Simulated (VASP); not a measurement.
Here is a VASP 6.6.1 calculation.

File INCAR:

```
SYSTEM = Al
  ALGO = Normal
  EDIFF = 1E-7
  ENCUT = 520
  GGA = PE
  ISIF = 2
  ISMEAR = -1
  LASPH = .True.
  LCHARG = .False.
  LREAL = .False.
  LWAVE = .False.
  NBANDS = 8
  NELM = 80
  PREC = Accurate
  SIGMA = 0.05
```

Contents of KPOINTS:

```
k-points
0
Gamma
  18 18 18
  0 0 0
```

The input POSCAR:

```
Al
1.0
    0.0000000000      1.7941631512      1.7941631512
    1.7941631512      0.0000000000      1.7941631512
    1.7941631512      1.7941631512      0.0000000000
Al
1
Direct
    0.0000000000      0.0000000000      0.0000000000
```

Potentials or basis: VASP PAW PBE potentials, release 64 (Al).

Command:

```sh
$ cat potpaw_PBE.64/Al/POTCAR > POTCAR
$ mpirun -np 1 vasp_std > vasp.out
```

What does it give for the pressure?

60.7 GPa.
